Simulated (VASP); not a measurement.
# Ag7Br8 (a cell with a defect) in VASP: notebook, part 2 of 2

VASP 6.6.1. Earlier steps stand in the parts before.

### Step 4. Single point, PBE+D3(BJ)

File INCAR:

```
SYSTEM = Ag7Br8
PREC = Accurate ; ENCUT = 520
EDIFF = 1E-6 ; ISMEAR = -1
SIGMA = 0.05 ; LREAL = Auto
LASPH = .True. ; NELM = 100
ALGO = Normal ; ISIF = 2
LWAVE = .False. ; LCHARG = .False.
GGA = PE ; IVDW = 12
NBANDS = 80 ; NELECT = 134.0
```

File KPOINTS:

```
regular mesh
0
Gamma
  2 2 2
  0 0 0
```

File POSCAR:

```
Ag7Br8
1.0
    0.0000000000      5.7674030000      5.7674030000
    5.7674030000      0.0000000000      5.7674030000
    5.7674030000      5.7674030000      0.0000000000
Ag Br
7 8
Direct
    0.2318547880      0.2185038916      0.2802994693
    0.1768907080      0.4171201492      0.6929635401
    0.3746226855      0.7034015136      0.2854317619
    0.2120451787      0.8102693708      0.7695057897
    0.7705201110      0.2222837558      0.7179141114
    0.7193185564      0.9589237998      0.1007559208
    0.7872607480      0.5392635125      0.9013502264
    0.0394111526      0.0739500950     -0.0044040619
   -0.0153968779     -0.0916703757      0.5635465391
   -0.0139317471      0.5974005978      0.0392117561
   -0.0156742992      0.4800427506      0.4852270597
    0.4404842179      0.0132555329      0.0189600068
    0.4467435343     -0.0462859974      0.4764276053
    0.4829903511      0.4466828484      0.0073516624
    0.6049689956      0.3649302814      0.4160798196
```

Potentials or basis: VASP PAW PBE potentials, release 64 (Ag, Br).

Run with:

```
cat potpaw_PBE.64/Ag/POTCAR potpaw_PBE.64/Br/POTCAR > POTCAR
mpirun -np 1 vasp_std > vasp.out
```

OUTCAR:

```text
SYSTEM = Ag7Br8
   PREC = Accurate
   ENCUT = 520
   EDIFF = 1E-6
   ISMEAR = -1
   LREAL = Auto
   LASPH = .True.
   NELM = 100
   ISIF = 2
   GGA = PE
   IVDW = 12
   NELECT = 134.0
 IVDW          = 12

 ion  position               nearest neighbor table
   1  0.232  0.219  0.280-  13 2.42  11 2.70  12 2.71  14 2.78  10 3.02   6 3.36
[... 888 lines left out ...]
  energy-cutoff  :      520.00
  volume of cell :      383.68
      direct lattice vectors                 reciprocal lattice vectors
     0.000000000  5.767403000  5.767403000    -0.086694133  0.086694133  0.086694133
     5.767403000  0.000000000  5.767403000     0.086694133 -0.086694133  0.086694133
     5.767403000  5.767403000  0.000000000     0.086694133  0.086694133 -0.086694133

 POSITION                                       TOTAL-FORCE (eV/Angst)
 -----------------------------------------------------------------------------------
      2.87680      2.95380      2.59740         0.594358     -1.610364     -0.039313
      6.40230      5.01680      3.42590        -0.397356      0.702654      0.646205
      5.70300      3.80680      6.21740         0.305019      0.025780     -0.695688
      9.11120      5.66100      5.89610         0.584625      0.701510     -0.984118
      5.42250      8.58440      5.72590        -0.011251     -0.300811      0.167771
      6.11160      4.72970      9.67910         0.103240      1.304414      0.890754
      8.30860      9.73890      7.65060         0.411766     -0.014935     -0.011229
      6.16850      5.96930      0.65380         0.103865     -0.536590     -0.619713
      8.48890      8.92880     10.91731        -0.490450     -0.933345     -0.202411
      3.67160      5.91320      9.13250        -0.474279      0.111000     -1.018828
      5.56710      8.47550      8.44560         0.510641     -0.205766     -0.032063
      0.18580      2.64980      2.61690        -0.728726     -1.537605      0.476030
      8.24820      5.32430      8.07700        -0.652515      2.104471      1.555710
      2.61860      2.82800      5.36180        -0.181567     -0.305980      0.563516
      4.50440      5.88880      5.59380         0.322630      0.495569     -0.696622
 -----------------------------------------------------------------------------------
    total drift:                               -0.000158      0.004171     -0.007374

  FREE ENERGIE OF THE ION-ELECTRON SYSTEM (eV)
  ---------------------------------------------------
  free  energy   TOTEN  =       -36.4445572018 eV

  energy  without entropy=      -36.4439816267  energy(sigma->0) =      -36.44426941
```

Wall time 6 min (1 thread of Intel Xeon 6975P-C (Granite Rapids), shared host); peak memory 0.6 GiB.

What came out:

* Free energy: -36.4446 eV
* Largest force: 2.697 eV/Å
* Dispersion energy per atom: -0.329 eV

Forces in eV/Å, atoms in the order of the input:
```
Ag   0.594 -1.610 -0.039
Ag  -0.397  0.703  0.646
Ag   0.305  0.026 -0.696
Ag   0.585  0.702 -0.984
Ag  -0.011 -0.301  0.168
Ag   0.103  1.304  0.891
Ag   0.412 -0.015 -0.011
Br   0.104 -0.537 -0.620
Br  -0.490 -0.933 -0.202
Br  -0.474  0.111 -1.019
Br   0.511 -0.206 -0.032
Br  -0.729 -1.538  0.476
Br  -0.653  2.104  1.556
Br  -0.182 -0.306  0.564
Br   0.323  0.496 -0.697
```

Caveat: the k points lie up to 0.47 Å⁻¹ apart; the cell carries a net charge on a neutralising background, which shifts energy and pressure; the cell is charged against a uniform background, so pressure and absolute levels hang on convention.

### Step 5. Single point, PBE+D3(BJ)

File INCAR:

```
ALGO = Normal
EDIFF = 1E-6
ENCUT = 520
GGA = PE
ISIF = 2
ISMEAR = -1
IVDW = 12
LASPH = True
LCHARG = False
LREAL = Auto
LWAVE = False
NBANDS = 80
NELECT = 134.0
NELM = 80
PREC = Accurate
SIGMA = 0.05
```

File KPOINTS:

```
k-points
0
Gamma
  2 2 2
```

File POSCAR:

```
Ag7Br8
1.0
    0.0000000000      5.7674030000      5.7674030000
    5.7674030000      0.0000000000      5.7674030000
    5.7674030000      5.7674030000      0.0000000000
Ag Br
7 8
Direct
    0.3088131695      0.1552605219      0.2090108841
    0.3030566791      0.3983161919      0.8282670727
    0.2696620992      0.7611137977      0.2230033171
    0.0765249108      0.8297408730      0.8470623607
    0.7698438968      0.2569267311      0.7215205873
    0.6949141581      0.9277399204      0.1527810697
    0.7705981358      0.5929791970      0.7604202446
    0.0091202227      0.0499184815      0.0179977019
    0.0249245631      0.0316693666      0.4853224233
   -0.1018222586      0.5363679285      0.0747043340
    0.0785188758      0.4020440396      0.4812998155
    0.5422891378     -0.0475777399     -0.0953982234
    0.5724066794     -0.1742552064      0.5558134224
    0.4276361475      0.5143649577      0.0047768467
    0.5232944533      0.4551702040      0.4862240423
```

Potentials or basis: VASP PAW PBE potentials, release 64 (Ag, Br).

Run with:

```
cat potpaw_PBE.64/Ag/POTCAR potpaw_PBE.64/Br/POTCAR > POTCAR
mpirun -np 1 vasp_std > vasp.out
```

OUTCAR:

```text
EDIFF = 1E-6
   ENCUT = 520
   GGA = PE
   ISIF = 2
   ISMEAR = -1
   IVDW = 12
   LASPH = True
   LREAL = Auto
   NELECT = 134.0
   NELM = 80
   PREC = Accurate
 IVDW          = 12

 ion  position               nearest neighbor table
   1  0.309  0.155  0.209-   9 2.51   6 2.67   2 2.73  14 2.94  12 2.96  11 3.00   3 3.33
   2  0.303  0.398  0.828-  15 2.40   1 2.73  14 2.79  10 2.85  12 3.05   4 3.09   5 3.14
   3  0.270  0.761  0.223-   8 2.73  14 2.75  12 2.79  15 3.01   9 3.08   1 3.33
[... 887 lines left out ...]
  volume of cell :      383.68
      direct lattice vectors                 reciprocal lattice vectors
     0.000000000  5.767403000  5.767403000    -0.086694133  0.086694133  0.086694133
     5.767403000  0.000000000  5.767403000     0.086694133 -0.086694133  0.086694133
     5.767403000  5.767403000  0.000000000     0.086694133  0.086694133 -0.086694133

 POSITION                                       TOTAL-FORCE (eV/Angst)
 -----------------------------------------------------------------------------------
      2.10090      2.98650      2.67650         0.323856     -0.027352      0.353495
      7.07420      6.52480      4.04510         0.884254     -0.320747     -0.887205
      5.67580      2.84140      5.94490         0.281347      0.469953     -0.341983
      9.67080      5.32670      5.22680        -0.957285     -0.111278     -0.167707
      5.64310      8.60130      5.92180         0.397941     -0.068850     -0.117463
      6.23180      4.88900      9.35850        -0.135604      0.461382     -0.113609
      7.80560      8.83000      7.86430        -0.376993      2.681517      0.362699
      0.39170      0.15640      0.34050         0.890594      0.089943      0.272701
      2.98170      2.94280      0.32640        -1.149061      0.091922     -1.366733
      3.52430      5.61100      8.27360        -1.051155      0.137050      0.464842
      5.09460      3.22870      2.77160         0.804466      0.286917      0.739675
     10.71021      8.34480      8.62060         0.925399     -0.018520      0.304093
      7.96800      6.50690      8.06370        -0.002319     -3.355544      0.938607
      2.99410      2.49390      5.43290        -0.065476      0.540324     -0.901037
      5.42940      5.82230      5.64320        -0.769966     -0.856717      0.459625
 -----------------------------------------------------------------------------------
    total drift:                               -0.005240      0.009455      0.009019

  FREE ENERGIE OF THE ION-ELECTRON SYSTEM (eV)
  ---------------------------------------------------
  free  energy   TOTEN  =       -36.2923167321 eV

  energy  without entropy=      -36.2910470874  energy(sigma->0) =      -36.29168191
```

Wall time 5.3 min (1 thread of Intel Xeon 6975P-C (Granite Rapids), shared host); peak memory 0.6 GiB.

Results:

```
Free energy                : -36.2923 eV
Largest force              : 3.484 eV/Å
Dispersion energy per atom : -0.329 eV
```

Forces on the atoms (eV/Å):
```
Ag   0.324 -0.027  0.353
Ag   0.884 -0.321 -0.887
Ag   0.281  0.470 -0.342
Ag  -0.957 -0.111 -0.168
Ag   0.398 -0.069 -0.117
Ag  -0.136  0.461 -0.114
Ag  -0.377  2.682  0.363
Br   0.891  0.090  0.273
Br  -1.149  0.092 -1.367
Br  -1.051  0.137  0.465
Br   0.804  0.287  0.740
Br   0.925 -0.019  0.304
Br  -0.002 -3.356  0.939
Br  -0.065  0.540 -0.901
Br  -0.770 -0.857  0.460
```

Levels at points of the mesh, in eV from the Fermi level:
```tsv
k point	band 64	band 65	band 66	band 67	band 68	band 69	band 70	band 71
(0.00, 0.00, 0.00)	-0.82	-0.68	-0.55	-0.38	0.24	1.99	2.32	2.88
(0.50, 0.00, 0.00)	-0.89	-0.83	-0.70	-0.43	1.38	1.99	2.64	2.95
(0.00, 0.50, 0.00)	-0.97	-0.84	-0.71	-0.55	1.36	2.14	2.67	3.10
(0.00, 0.00, 0.50)	-1.02	-0.90	-0.67	-0.45	1.62	2.29	2.69	2.91
(0.50, 0.50, 0.50)	-0.98	-0.88	-0.66	-0.41	1.48	2.28	2.63	2.96
(0.50, 0.50, 0.00)	-0.94	-0.83	-0.45	-0.26	1.76	2.15	2.63	3.29
(0.00, 0.50, 0.50)	-1.04	-0.90	-0.49	-0.33	1.94	2.48	2.98	3.19
(0.50, 0.00, 0.50)	-1.03	-0.79	-0.77	-0.43	1.85	2.36	2.88	3.01
```

Caveat: the k points lie up to 0.47 Å⁻¹ apart; the cell carries a net charge on a neutralising background, which shifts energy and pressure; the cell is charged against a uniform background, so pressure and absolute levels hang on convention; the atoms stand as in a frame of molecular dynamics.
